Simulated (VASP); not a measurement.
# SiC (Fm-3m) in VASP: single point with PBEsol

Aim: the single point of SiC with PBEsol.

Everything below comes from runs of VASP 6.6.1. Logs are shortened: lines on timing, memory, paths and dates and some standing lists are left out, and cuts for length are marked.

### Step 1. The cell of the first run

It takes space group Fm-3m (No. 225, cubic). Conventional cell: a = 3.966 Å, b = 3.966 Å, c = 3.966 Å, α = 90.00°, β = 90.00°, γ = 90.00°. C (site symmetry m-3m) has 6 Si at 1.98 Å within 2.6 Å. Si (site symmetry m-3m) has 6 C at 1.98 Å within 2.6 Å.

### Step 2. Single point, PBEsol (volume scaled by 0.950 of the coarse rest volume)

The input, INCAR:

```
SYSTEM = SiC
  PREC = Accurate
  ENCUT = 520
  EDIFF = 1E-6
  ISMEAR = -1
  SIGMA = 0.15
  LREAL = .False.
  LASPH = .True.
  NELM = 80
  ALGO = Normal
  ISIF = 2
  LWAVE = .False.
  LCHARG = .False.
  GGA = PS
  NBANDS = 11
```

The input, KPOINTS:

```
regular mesh
0
Gamma
  18 18 18
  0 0 0
```

The input, POSCAR:

```
SiC
1.0
    0.0000000000      1.9829000000      1.9829000000
    1.9829000000      0.0000000000      1.9829000000
    1.9829000000      1.9829000000      0.0000000000
C Si
1 1
Direct
    0.0000000000      0.0000000000      0.0000000000
    0.5000000000      0.5000000000      0.5000000000
```

Potentials or basis: VASP PAW PBE potentials, release 64 (C, Si).

Launch:

```bash
$ cat potpaw_PBE.64/C/POTCAR potpaw_PBE.64/Si/POTCAR > POTCAR
$ mpirun -np 1 vasp_std > vasp.out
```

OUTCAR:

```text
SYSTEM = SiC
   PREC = Accurate
   ENCUT = 520
   EDIFF = 1E-6
   ISMEAR = -1
   LREAL = .False.
   LASPH = .True.
   NELM = 80
   ISIF = 2
   GGA = PS

 ion  position               nearest neighbor table
   1  0.000  0.000  0.000-   2 1.98   2 1.98   2 1.98   2 1.98   2 1.98   2 1.98
   2  0.500  0.500  0.500-   1 1.98   1 1.98   1 1.98   1 1.98   1 1.98   1 1.98

  LATTYP: Found a face centered cubic cell.
 ALAT       =     3.9658000000

  Lattice vectors:

 A1 = (   0.0000000000,   1.9829000000,   1.9829000000)
 A2 = (   1.9829000000,   0.0000000000,   1.9829000000)
 A3 = (   1.9829000000,   1.9829000000,   0.0000000000)

Analysis of symmetry for initial positions (statically):
=====================================================================
 Subroutine PRICEL returns:
 Original cell was already a primitive cell.

 Routine SETGRP: Setting up the symmetry group for a
 face centered cubic supercell.

 Subroutine GETGRP returns: Found 48 space group operations
 (whereof 48 operations were pure point group operations)
 out of a pool of 48 trial point group operations.

The static configuration has the point symmetry O_h .

Analysis of symmetry for dynamics (positions and initial velocities):
=====================================================================
 Subroutine PRICEL returns:
 Original cell was already a primitive cell.

 Routine SETGRP: Setting up the symmetry group for a
 face centered cubic supercell.

 Subroutine GETGRP returns: Found 48 space group operations
 (whereof 48 operations were pure point group operations)
 out of a pool of 48 trial point group operations.

The dynamic configuration has the point symmetry O_h .

 Subroutine INISYM returns: Found 48 space group operations
 (whereof 48 operations are pure point group operations),
 and found     1 'primitive' translations

----------------------------------------------------------------------------------------

                                     Primitive cell

  volume of cell :      15.5931

  direct lattice vectors                    reciprocal lattice vectors
     0.000000000  1.982900000  1.982900000    -0.252155933  0.252155933  0.252155933
     1.982900000  0.000000000  1.982900000     0.252155933 -0.252155933  0.252155933
     1.982900000  1.982900000  0.000000000     0.252155933  0.252155933 -0.252155933

  length of vectors
     2.804244073  2.804244073  2.804244073     0.436746888  0.436746888  0.436746888

  position of ions in fractional coordinates (direct lattice)
     0.000000000  0.000000000  0.000000000
     0.500000000  0.500000000  0.500000000

  ion indices of the primitive-cell ions
   primitive index   ion index
                 1           1
                 2           2

----------------------------------------------------------------------------------------

 KPOINTS: regular mesh

Automatic generation of k-mesh.
 Grid dimensions read from file:
 generate k-points for:   18   18   18

 Generating k-lattice:

  Cartesian coordinates                     Fractional coordinates (reciprocal lattice)
    -0.014008663  0.014008663  0.014008663     0.055555556  0.000000000  0.000000000
     0.014008663 -0.014008663  0.014008663     0.000000000  0.055555556  0.000000000
     0.014008663  0.014008663 -0.014008663     0.000000000  0.000000000  0.055555556

  Length of vectors
     0.024263716  0.024263716  0.024263716

  Shift w.r.t. Gamma in fractional coordinates (k-lattice)
     0.000000000  0.000000000  0.000000000

 Subroutine IBZKPT returns following result:
 ===========================================

 Found    195 irreducible k-points:

 Following reciprocal coordinates:
            Coordinates               Weight
  0.000000  0.000000  0.000000      1.000000
  0.055556  0.000000  0.000000      8.000000
  0.111111  0.000000  0.000000      8.000000
  0.166667  0.000000  0.000000      8.000000
  0.222222  0.000000  0.000000      8.000000
  0.277778  0.000000  0.000000      8.000000
[... 16 lines left out ...]
 -0.277778  0.055556  0.000000     24.000000
 -0.222222  0.055556  0.000000     24.000000
 [... further k-points ...]
   k-points           NKPTS =    195   k-points in BZ     NKDIM =    195   number of bands    NBANDS=     11
   number of dos      NEDOS =    301   number of ions     NIONS =      2
   total plane-waves  NPLWV =  13824
   dimension x,y,z NGX =    24 NGY =   24 NGZ =   24
   dimension x,y,z NGXF=    48 NGYF=   48 NGZF=   48
   ions per type =               1   1
   NGX,Y,Z   is equivalent  to a cutoff of  14.23, 14.23, 14.23 a.u.
   NGXF,Y,Z  is equivalent  to a cutoff of  28.46, 28.46, 28.46 a.u.
 SYSTEM =  SiC
   PREC   = accura    normal or accurate (medium, high low for compatibility)
   ISTART =      0    job   : 0-new  1-cont  2-samecut
   ICHARG =      2    charge: 1-file 2-atom 10-const
   ISPIN  =      1    spin polarized calculation?
   LNONCOLLINEAR =      F non collinear calculations
   LSORBIT =      F    spin-orbit coupling
   LASPH  =      T    aspherical Exc in radial PAW
   ENCUT  =  520.0 eV  38.22 Ry    6.18 a.u.   5.21  5.21  5.21*2*pi/ulx,y,z
   NELM   =     80;   NELMIN=  2; NELMDL= -5     # of ELM steps
   EDIFF  = 0.1E-05   stopping-criterion for ELM
   LREAL  =      F    real-space projection
   EDIFFG = 0.1E-04   stopping-criterion for IOM
   NSW    =      0    number of steps for IOM
   IBRION =     -1    ionic relax: 0-MD 1-quasi-New 2-CG
   NFREE  =      0    steps in history (QN), initial steepest desc. (CG)
   ISIF   =      2    stress and relaxation
   ISYM   =      2    0-nonsym 1-usesym 2-fastsym
   POTIM  = 0.5000    time-step for ionic-motion
   TEBEG  =    0.0;   TEEND  =   0.0 temperature during run
   PSTRESS=    0.0 pullay stress
   NELECT =       8.0000    total number of electrons
   NUPDOWN=      -1.0000    fix difference up-down
   EMIN   =  10.00;   EMAX   =-10.00  energy-range for DOS
   EFERMI =   0.00;   METHOD = LEGACY
   ISMEAR =    -1;   SIGMA  =   0.15  broadening in eV -4-tet -1-fermi 0-gaus
   EFERMI_NEDOS =   21; number of points for ismear=-14 and -15
   IALGO  =     38    algorithm
   IMIX   =      4    mixing-type and parameters
     AMIX     =   0.40;   BMIX     =  1.00
     AMIX_MAG =   1.60;   BMIX_MAG =  1.00
  volume/ion in A,a.u.               =       7.80        52.61
  Fermi-wavevector in a.u.,A,eV,Ry     =   1.310571  2.476621 23.369331  1.717597
  Thomas-Fermi vector in A             =   2.441092
   LORBIT       =      0    0 simple, 1 ext, 2 COOP (PROOUT), +10 PAW based schemes
   GGA     = PS    functional components
   LHFCALC =     F    Hartree Fock is set to
   AEXX    =    0.0000 exact exchange contribution
   IVDW    =     0    specifies the selected vdW correction
   LEPSILON=     F    determine dielectric tensor
   LRPA    =     F    only Hartree local field effects (RPA)
 non-spin polarized calculation
  energy-cutoff  :      520.00
  volume of cell :       15.59
 maximum number of plane-waves:       444
 NGX is ok and might be reduce to    24
   NGX = 11   NGY = 11   NGZ = 11

 number of electron       8.0000000 magnetization

 Free energy of the ion-electron system (eV)
  ---------------------------------------------------
  ext. energy  EPLUGINS =         0.00000000
  ---------------------------------------------------
  free energy    TOTEN  =       -14.57014524 eV

  energy without entropy =      -14.55702150  energy(sigma->0) =      -14.56358337

 E-fermi :  13.4355     XC(G=0): -13.0685

 val. band max:       13.3904501678   @ k =  -0.1111   0.1111   0.0000
 cond. band min:      13.4427331724   @ k =   0.3889   0.3889   0.0000
 fundamental gap:      0.0522830046
 Fermi energy:        13.4354507339

 k-point     1 :       0.0000    0.0000    0.0000
  band No.  band energies     occupation
      1      -5.8824      2.00000
      2      13.3487      1.28152
      3      13.3487      1.28152
      4      13.3487      1.28152
      5      21.9946      0.00000
      6      22.2225      0.00000
      7      22.2225      0.00000
      8      22.2225      0.00000
      9      26.7953      0.00000
     10      26.7953      0.00000
     11      26.7953      0.00000

 k-point     2 :       0.0556    0.0000    0.0000
  band No.  band energies     occupation
      1      -5.8040      2.00000
      2      12.9068      1.94274
      3      13.2926      1.44312
      4      13.2926      1.44312
      5      21.9146      0.00000
      6      22.3249      0.00000
      7      22.3708      0.00000
      8      22.3708      0.00000
      9      25.6075      0.00000
     10      25.6075      0.00000
     11      26.7243      0.00000

 k-point     3 :       0.1111    0.0000    0.0000
  band No.  band energies     occupation
      1      -5.5692      2.00000
      2      11.7580      1.99997
      3      13.1412      1.75342
      4      13.1412      1.75342
      5      21.4100      0.00000
      6      22.6647      0.00000
      7      22.6647      0.00000
      8      22.9817      0.00000
      9      24.4523      0.00000
     10      24.4523      0.00000
     11      26.4657      0.00000

 k-point     4 :       0.1667    0.0000    0.0000
  band No.  band energies     occupation
      1      -5.1792      2.00000
      2      10.2167      2.00000
      3      12.9337      1.93190
      4      12.9337      1.93190
      5      20.8803      0.00000
      6      22.3076      0.00000
      7      22.3076      0.00000
      8      23.8333      0.00000
      9      24.4098      0.00000
     10      24.4098      0.00000
     11      26.0834      0.00000
[... 239 lines left out ...]
 k-point    22 :      -0.3333    0.0556    0.0000
  band No.  band energies     occupation
      1      -2.7342      2.00000
      2       4.5976      2.00000
      3      11.5744      1.99999
      4      12.5081      1.99588
      5      19.3903      0.00000
      6      19.6169      0.00000
      7      20.1050      0.00000
      8      24.7046      0.00000
      9      27.0309      0.00000
     10      27.8290      0.00000
     11      29.8886      0.00000

 k-point    23 :      -0.2778    0.0556    0.0000
  band No.  band energies     occupation
      1      -3.6131      2.00000
      2       6.2569      2.00000
      3      11.6743      1.99998
      4      12.7546      1.97885
      5      19.9047      0.00000
      6      20.2628      0.00000
      7      20.3856      0.00000
      8      24.9311      0.00000
      9      26.1739      0.00000
     10      26.3010      0.00000
     11      28.6058      0.00000

 k-point    24 :      -0.2222    0.0556    0.0000
  band No.  band energies     occupation
      1      -4.3532      2.00000
      2       7.9756      2.00000
      3      11.8550      1.99995
      4      12.9961      1.89855
      5      20.5609      0.00000
      6      20.6332      0.00000
      7      21.2322      0.00000
      8      24.4546      0.00000
      9      24.9540      0.00000
     10      26.0690      0.00000
     11      27.3316      0.00000

 [... further k-points ...]

------------------------ aborting loop because EDIFF is reached ----------------------------------------

  FORCE on cell =-STRESS in cart. coord.  units (eV):
  Direction    XX          YY          ZZ          XY          YZ          ZX
  --------------------------------------------------------------------------------------
  -------------------------------------------------------------------------------------
  Total        1.5486702      1.5486702      1.5486702      0.0000000     -0.0000000      0.0000000
  in kB      159.1245172    159.1245172    159.1245172      0.0000000     -0.0000000      0.0000000
  external PRESSURE =     159.1245172 kB  Pullay stress =       0.0000000 kB

 VOLUME and BASIS-vectors are now :
 -----------------------------------------------------------------------------
  energy-cutoff  :      520.00
  volume of cell :       15.59
      direct lattice vectors                 reciprocal lattice vectors
     0.000000000  1.982900000  1.982900000    -0.252155933  0.252155933  0.252155933
     1.982900000  0.000000000  1.982900000     0.252155933 -0.252155933  0.252155933
     1.982900000  1.982900000  0.000000000     0.252155933  0.252155933 -0.252155933

 POSITION                                       TOTAL-FORCE (eV/Angst)
 -----------------------------------------------------------------------------------
      0.00000      0.00000      0.00000        -0.000000     -0.000000     -0.000000
      1.98290      1.98290      1.98290         0.000000      0.000000      0.000000
 -----------------------------------------------------------------------------------
    total drift:                                0.000000     -0.000000     -0.000000

  FREE ENERGIE OF THE ION-ELECTRON SYSTEM (eV)
  ---------------------------------------------------
  free  energy   TOTEN  =       -14.5701452445 eV

  energy  without entropy=      -14.5570215011  energy(sigma->0) =      -14.56358337
```

Run time: 9 s. Hardware: 1 thread of Intel Xeon 6975P-C (Granite Rapids), shared host; peak memory 0.15 GiB.

Results:

| Quantity | Value |
| --- | --- |
| Free energy | -14.5701 eV |
| Pressure | 15.9 GPa |
| Band gap on the k mesh | zero (band 4 reaches 13.39 eV, above the bottom of band 5 at 12.83 eV) |

Caveat: the PAW data sets were made with another functional, which shifts forces and pressure a little.
